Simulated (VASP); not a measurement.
# Ir (P6_3/mmc) in VASP: a series of runs

Runs on Ir. Level: BLYP. Tasks: single point, relaxation of cell and atoms.

Program: VASP 6.6.1. These are calculated values, not measurements. Logs are shortened: lines on timing, memory, paths and dates and some standing lists are left out, and cuts for length are marked.

## 1. The cell of the first run

Symmetry: P6_3/mmc, No. 194, hexagonal system. Conventional cell: a = 2.822 Å, b = 2.822 Å, c = 9.222 Å, α = 90.00°, β = 90.00°, γ = 120.00°. Ir (site symmetry -3m) has 12 Ir at 2.82 Å within 3.7 Å. Within 3.7 Å of Ir (site symmetry -6m2) lie 12 Ir at 2.82 Å.

## 2. Single point, BLYP (volume scaled by 1.04)

INCAR

```
SYSTEM = Ir
  PREC = Accurate
  ENCUT = 520
  EDIFF = 1E-6
  ISMEAR = -1
  SIGMA = 0.1
  LREAL = .FALSE.
  LASPH = .TRUE.
  NELM = 100
  ALGO = Normal
  ISIF = 2
  LWAVE = .FALSE.
  LCHARG = .TRUE.
  GGA = B5
  ALDAX = 1.0
  AGGAX = 1.0
  AGGAC = 1.0
  ALDAC = 0.0
  LELF = .TRUE.
  LVHAR = .TRUE.
  NBANDS = 26
```

KPOINTS

```
regular mesh
0
G
  15 15 4
  0 0 0
```

POSCAR

```
Ir
1.0
    2.8222120879      0.0000000000      0.0000000000
   -1.4111060439      2.4441073630      0.0000000000
    0.0000000000      0.0000000000      9.2221280138
Ir
4
Direct
    1.0000000000      1.0000000000      1.0000000000
    1.0000000000      1.0000000000      0.5000000000
    0.3333333333      0.6666666667      0.2500000000
    0.6666666667      0.3333333333      0.7500000000
```

Potentials or basis: VASP PAW PBE potentials, release 64 (Ir).

Started as:

```sh
cat potpaw_PBE.64/Ir/POTCAR > POTCAR
mpirun -np 1 vasp_std > vasp.out
```

OUTCAR:

```text
SYSTEM = Ir
   PREC = Accurate
   ENCUT = 520
   EDIFF = 1E-6
   ISMEAR = -1
   LREAL = .FALSE.
   LASPH = .TRUE.
   NELM = 100
   ISIF = 2
   GGA = B5

 ion  position               nearest neighbor table
   1  0.000  0.000  0.000-   3 2.82   4 2.82   3 2.82   4 2.82   4 2.82   3 2.82
   2  0.000  0.000  0.500-   3 2.82   4 2.82   3 2.82   4 2.82   4 2.82   3 2.82
   3  0.333  0.667  0.250-   1 2.82   2 2.82   1 2.82   2 2.82   1 2.82   2 2.82
   4  0.667  0.333  0.750-   1 2.82   2 2.82   1 2.82   2 2.82   1 2.82   2 2.82

  LATTYP: Found a hexagonal cell.
 ALAT       =     2.8222120879
 C/A-ratio  =     3.2676948885

  Lattice vectors:

 A1 = (   2.8222120879,   0.0000000000,   0.0000000000)
 A2 = (  -1.4111060439,   2.4441073630,   0.0000000000)
 A3 = (   0.0000000000,   0.0000000000,   9.2221280138)

Analysis of symmetry for initial positions (statically):
=====================================================================
 Subroutine PRICEL returns:
 Original cell was already a primitive cell.

 Routine SETGRP: Setting up the symmetry group for a
 hexagonal supercell.

 Subroutine GETGRP returns: Found 24 space group operations
 (whereof 12 operations were pure point group operations)
 out of a pool of 24 trial point group operations.

The static configuration has the point symmetry D_3d.
 The point group associated with its full space group is D_6h.

Analysis of symmetry for dynamics (positions and initial velocities):
=====================================================================
 Subroutine PRICEL returns:
 Original cell was already a primitive cell.

 Routine SETGRP: Setting up the symmetry group for a
 hexagonal supercell.

 Subroutine GETGRP returns: Found 24 space group operations
 (whereof 12 operations were pure point group operations)
 out of a pool of 24 trial point group operations.

The dynamic configuration has the point symmetry D_3d.
 The point group associated with its full space group is D_6h.

 Subroutine INISYM returns: Found 24 space group operations
 (whereof 12 operations are pure point group operations),
 and found     1 'primitive' translations

----------------------------------------------------------------------------------------

                                     Primitive cell

  volume of cell :      63.6123

  direct lattice vectors                    reciprocal lattice vectors
     2.822212088  0.000000000  0.000000000     0.354331981  0.204573665  0.000000000
    -1.411106044  2.444107363  0.000000000     0.000000000  0.409147329  0.000000000
     0.000000000  0.000000000  9.222128014     0.000000000  0.000000000  0.108434843

  length of vectors
     2.822212088  2.822212088  9.222128014     0.409147329  0.409147329  0.108434843

  position of ions in fractional coordinates (direct lattice)
     0.000000000  0.000000000  0.000000000
     0.000000000  0.000000000  0.500000000
     0.333333333  0.666666667  0.250000000
     0.666666667  0.333333333  0.750000000

  ion indices of the primitive-cell ions
   primitive index   ion index
                 1           1
                 2           2
                 3           3
                 4           4

----------------------------------------------------------------------------------------

 KPOINTS: regular mesh

Automatic generation of k-mesh.
 Grid dimensions read from file:
 generate k-points for:   15   15    4

 Generating k-lattice:

  Cartesian coordinates                     Fractional coordinates (reciprocal lattice)
     0.023622132  0.013638244  0.000000000     0.066666667  0.000000000  0.000000000
     0.000000000  0.027276489  0.000000000     0.000000000  0.066666667  0.000000000
     0.000000000  0.000000000  0.027108711     0.000000000  0.000000000  0.250000000

  Length of vectors
     0.027276489  0.027276489  0.027108711

  Shift w.r.t. Gamma in fractional coordinates (k-lattice)
     0.000000000  0.000000000  0.000000000

 Subroutine IBZKPT returns following result:
 ===========================================

 Found     81 irreducible k-points:

 Following reciprocal coordinates:
            Coordinates               Weight
  0.000000  0.000000  0.000000      1.000000
  0.066667  0.000000  0.000000      6.000000
  0.133333  0.000000  0.000000      6.000000
  0.200000  0.000000  0.000000      6.000000
  0.266667  0.000000  0.000000      6.000000
  0.333333  0.000000  0.000000      6.000000
[... 16 lines left out ...]
  0.333333  0.200000  0.000000     12.000000
  0.400000  0.200000  0.000000      6.000000
 [... further k-points ...]
   k-points           NKPTS =     81   k-points in BZ     NKDIM =     81   number of bands    NBANDS=     26
   number of dos      NEDOS =    301   number of ions     NIONS =      4
   total plane-waves  NPLWV =  40320
   dimension x,y,z NGX =    24 NGY =   24 NGZ =   70
   dimension x,y,z NGXF=    48 NGYF=   48 NGZF=  140
   ions per type =               4
   NGX,Y,Z   is equivalent  to a cutoff of  14.14, 14.14, 12.62 a.u.
   NGXF,Y,Z  is equivalent  to a cutoff of  28.28, 28.28, 25.24 a.u.
 SYSTEM =  Ir
   PREC   = accura    normal or accurate (medium, high low for compatibility)
   ISTART =      0    job   : 0-new  1-cont  2-samecut
   ICHARG =      2    charge: 1-file 2-atom 10-const
   ISPIN  =      1    spin polarized calculation?
   LNONCOLLINEAR =      F non collinear calculations
   LSORBIT =      F    spin-orbit coupling
   LASPH  =      T    aspherical Exc in radial PAW
   ENCUT  =  520.0 eV  38.22 Ry    6.18 a.u.   5.25  5.25 17.15*2*pi/ulx,y,z
   NELM   =    100;   NELMIN=  2; NELMDL= -5     # of ELM steps
   EDIFF  = 0.1E-05   stopping-criterion for ELM
   LREAL  =      F    real-space projection
   EDIFFG = 0.1E-04   stopping-criterion for IOM
   NSW    =      0    number of steps for IOM
   IBRION =     -1    ionic relax: 0-MD 1-quasi-New 2-CG
   NFREE  =      0    steps in history (QN), initial steepest desc. (CG)
   ISIF   =      2    stress and relaxation
   ISYM   =      2    0-nonsym 1-usesym 2-fastsym
   POTIM  = 0.5000    time-step for ionic-motion
   TEBEG  =    0.0;   TEEND  =   0.0 temperature during run
   PSTRESS=    0.0 pullay stress
   NELECT =      36.0000    total number of electrons
   NUPDOWN=      -1.0000    fix difference up-down
   EMIN   =  10.00;   EMAX   =-10.00  energy-range for DOS
   EFERMI =   0.00;   METHOD = LEGACY
   ISMEAR =    -1;   SIGMA  =   0.10  broadening in eV -4-tet -1-fermi 0-gaus
   EFERMI_NEDOS =   21; number of points for ismear=-14 and -15
   IALGO  =     38    algorithm
   IMIX   =      4    mixing-type and parameters
     AMIX     =   0.40;   BMIX     =  1.00
     AMIX_MAG =   1.60;   BMIX_MAG =  1.00
  volume/ion in A,a.u.               =      15.90       107.32
  Fermi-wavevector in a.u.,A,eV,Ry     =   1.354135  2.558944 24.948754  1.833682
  Thomas-Fermi vector in A             =   2.481332
   LORBIT       =      0    0 simple, 1 ext, 2 COOP (PROOUT), +10 PAW based schemes
   GGA     = B5    functional components
   LHFCALC =     F    Hartree Fock is set to
   AEXX    =    0.0000 exact exchange contribution
   IVDW    =     0    specifies the selected vdW correction
   LEPSILON=     F    determine dielectric tensor
   LRPA    =     F    only Hartree local field effects (RPA)
 non-spin polarized calculation
  energy-cutoff  :      520.00
  volume of cell :       63.61
 maximum number of plane-waves:      1732
 NGX is ok and might be reduce to    24
   NGX = 11   NGY = 11   NGZ = 35

 number of electron      36.0000002 magnetization

 Free energy of the ion-electron system (eV)
  ---------------------------------------------------
  ext. energy  EPLUGINS =         0.00000000
  ---------------------------------------------------
  free energy    TOTEN  =       -29.68713645 eV

  energy without entropy =      -29.52771310  energy(sigma->0) =      -29.60742477

 E-fermi :   9.0668     XC(G=0): -12.6028

 val. band max:        9.0631026873   @ k =   0.1333   0.1333   0.0000
 cond. band min:       9.0933982335   @ k =   0.3333   0.0667   0.0000
 fundamental gap:      0.0302955462
 Fermi energy:         9.0668166648

 k-point     1 :       0.0000    0.0000    0.0000
  band No.  band energies     occupation
      1      -0.6604      2.00000
      2       1.3308      2.00000
      3       1.3583      2.00000
      4       2.1923      2.00000
      5       5.4314      2.00000
      6       5.4638      2.00000
[... 18 lines left out ...]
     25      15.1908      0.00000
     26      22.1501      0.00000

 k-point     2 :       0.0667    0.0000    0.0000
  band No.  band energies     occupation
      1      -0.5041      2.00000
      2       1.4796      2.00000
      3       1.5067      2.00000
      4       2.3339      2.00000
      5       5.2347      2.00000
      6       5.3648      2.00000
[... 18 lines left out ...]
     25      15.1501      0.00000
     26      22.3078      0.00000

 k-point     3 :       0.1333    0.0000    0.0000
  band No.  band energies     occupation
      1      -0.0518      2.00000
      2       1.8891      2.00000
      3       1.9151      2.00000
      4       2.7222      2.00000
      5       4.8610      2.00000
      6       5.1185      2.00000
[... 18 lines left out ...]
     25      15.0404      0.00000
     26      22.6326      0.00000

 k-point     4 :       0.2000    0.0000    0.0000
  band No.  band energies     occupation
      1       0.6395      2.00000
      2       2.4120      2.00000
      3       2.4357      2.00000
      4       3.2108      2.00000
      5       4.5249      2.00000
      6       4.8119      2.00000
[... 18 lines left out ...]
     25      14.9074      0.00000
     26      22.3890      0.00000
[... 496 lines left out ...]
      1       3.1074      2.00000
      2       3.2510      2.00000
      3       3.5513      2.00000
      4       3.9810      2.00000
      5       4.0316      2.00000
      6       4.4571      2.00000
[... 18 lines left out ...]
     25      16.9130      0.00000
     26      17.6410      0.00000

 k-point    23 :       0.3333    0.2000    0.0000
  band No.  band energies     occupation
      1       3.0893      2.00000
      2       3.1434      2.00000
      3       3.7722      2.00000
      4       4.1393      2.00000
      5       4.1664      2.00000
      6       4.4053      2.00000
[... 18 lines left out ...]
     25      16.1476      0.00000
     26      16.7724      0.00000

 k-point    24 :       0.4000    0.2000    0.0000
  band No.  band energies     occupation
      1       3.0726      2.00000
      2       3.0907      2.00000
      3       3.7126      2.00000
      4       4.3121      2.00000
      5       4.3298      2.00000
      6       4.5068      2.00000
[... 18 lines left out ...]
     25      15.5420      0.00000
     26      15.7549      0.00000

 [... further k-points ...]
[... 5 lines left out ...]
  --------------------------------------------------------------------------------------
  -------------------------------------------------------------------------------------
  Total       -3.3010945     -3.3010945     -3.3545749     -0.0000000      0.0000000      0.0000000
  in kB      -83.1433399    -83.1433399    -84.4903286     -0.0000000      0.0000000      0.0000000
  external PRESSURE =     -83.5923362 kB  Pullay stress =       0.0000000 kB

 VOLUME and BASIS-vectors are now :
 -----------------------------------------------------------------------------
  energy-cutoff  :      520.00
  volume of cell :       63.61
      direct lattice vectors                 reciprocal lattice vectors
     2.822212088  0.000000000  0.000000000     0.354331981  0.204573665  0.000000000
    -1.411106044  2.444107363  0.000000000     0.000000000  0.409147329  0.000000000
     0.000000000  0.000000000  9.222128014     0.000000000  0.000000000  0.108434843

 POSITION                                       TOTAL-FORCE (eV/Angst)
 -----------------------------------------------------------------------------------
      0.00000      0.00000      0.00000        -0.000000     -0.000000     -0.000000
      0.00000      0.00000      4.61106        -0.000000     -0.000000     -0.000000
     -0.00000      1.62940      2.30553        -0.000000      0.000000     -0.000000
      1.41111      0.81470      6.91660         0.000000     -0.000000      0.000000
 -----------------------------------------------------------------------------------
    total drift:                               -0.000000      0.000000      0.000000

  FREE ENERGIE OF THE ION-ELECTRON SYSTEM (eV)
  ---------------------------------------------------
  free  energy   TOTEN  =       -29.6871364514 eV

  energy  without entropy=      -29.5277130969  energy(sigma->0) =      -29.60742477
```

Wall time 74 s (1 thread of Intel Xeon 6975P-C (Granite Rapids), shared host); peak memory 0.24 GiB.

Results:

- Free energy: -29.6871 eV
- Pressure: -8.4 GPa
- Band gap on the k mesh: zero (band 18 reaches 9.85 eV, above the bottom of band 19 at 7.78 eV)

Stress tensor (GPa, compression positive):
```
-8.31  0.00  0.00
 0.00 -8.31  0.00
 0.00  0.00 -8.45
```

Caveat: the PAW data sets were made with another functional, which shifts forces and pressure a little; spin-orbit coupling is left out, which moves the levels of the heavy elements.

## 3. Single point, BLYP (volume scaled by 1.12)

INCAR

```
SYSTEM = Ir
PREC = Accurate
ENCUT = 520
EDIFF = 1E-6
ISMEAR = -1
SIGMA = 0.1
LREAL = .FALSE.
LASPH = .TRUE.
NELM = 60
ALGO = Normal
ISIF = 2
LWAVE = .FALSE.
LCHARG = .TRUE.
GGA = B5
ALDAX = 1.0
AGGAX = 1.0
AGGAC = 1.0
ALDAC = 0.0
LELF = .TRUE.
LVHAR = .TRUE.
NBANDS = 26
```

KPOINTS is that of step 2.

POSCAR

```
Ir
1.0
    2.8927964475      0.0000000000      0.0000000000
   -1.4463982237      2.5052352115      0.0000000000
    0.0000000000      0.0000000000      9.4527761648
Ir
4
Direct
    1.0000000000      1.0000000000      1.0000000000
    1.0000000000      1.0000000000      0.5000000000
    0.3333333333      0.6666666667      0.2500000000
    0.6666666667      0.3333333333      0.7500000000
```

Potentials or basis: VASP PAW PBE potentials, release 64 (Ir).

Started as:

```sh
cat potpaw_PBE.64/Ir/POTCAR > POTCAR
mpirun -np 1 vasp_std > vasp.out
```

Wall time 78 s (1 thread of Intel Xeon 6975P-C (Granite Rapids), shared host); peak memory 0.25 GiB.

It converged, with:

- Free energy: -29.1924 eV
- Pressure: -22.9 GPa
- Band gap on the k mesh: zero (band 18 reaches 8.63 eV, above the bottom of band 19 at 6.81 eV)

Stress tensor (GPa, compression positive):
```
-22.86   0.00   0.00
  0.00 -22.86   0.00
  0.00   0.00 -23.08
```

Levels at points of the mesh, in eV from the Fermi level:
```tsv
k point	band 14	band 15	band 16	band 17	band 18	band 19	band 20	band 21	band 22	band 23
(0.00, 0.00, 0.00)	-2.46	-2.46	-1.34	-1.34	-0.77	-0.77	-0.29	-0.29	0.07	0.48
(0.00, 0.00, 0.50)	-2.67	-1.80	-1.80	-1.05	-1.05	-1.05	-1.05	0.13	0.13	0.13
```

Caveat: the PAW data sets were made with another functional, which shifts forces and pressure a little; spin-orbit coupling is left out, which moves the levels of the heavy elements.

[end of part 1 of 2]
